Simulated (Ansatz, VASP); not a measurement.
**AlInH4 in VASP and in Ansatz**

```
Al In H
1.0
     0.00000    3.78477    3.78477
     3.78477    0.00000    3.78477
     3.78477    3.78477    0.00000
Al In H
1 1 4
Cartesian
  3.7848 3.7848 3.7848
  1.8924 1.8924 1.8924
  2.8401 4.7294 2.8401
  4.7294 4.7294 4.7294
  4.7294 2.8401 2.8401
  2.8401 2.8401 4.7294
```

Alike in both runs: functional PBE; k mesh 6 × 6 × 6; occupations gaussian, width 0.02 eV; no spin polarisation.

Ansatz relaxed the structure, and its values are those at the end. VASP's run is a single point on that final structure, the one shown.

|  | VASP | Ansatz |
| --- | --- | --- |
| version | VASP 6.6.1 | Ansatz 0.2.0 |
| potentials or method | VASP PAW PBE potentials, release 64 (Al, In_d, H), cutoff 520 eV | scalar-relativistic, plane waves, PAW |
| valence electrons in the cell | 20 | 20 |

Ansatz gave:

```
gap on the k mesh at the Fermi level (eV) : 3.20
least direct gap on the mesh (eV)         : 3.37
pressure (GPa)                            : 0.0
```

What did VASP give for the same quantities?

gap on the k mesh at the Fermi level (eV): 3.20; least direct gap on the mesh (eV): 3.38; pressure (GPa): -0.1.

With one functional, cell and mesh, what is left measures potentials, basis and numerics.
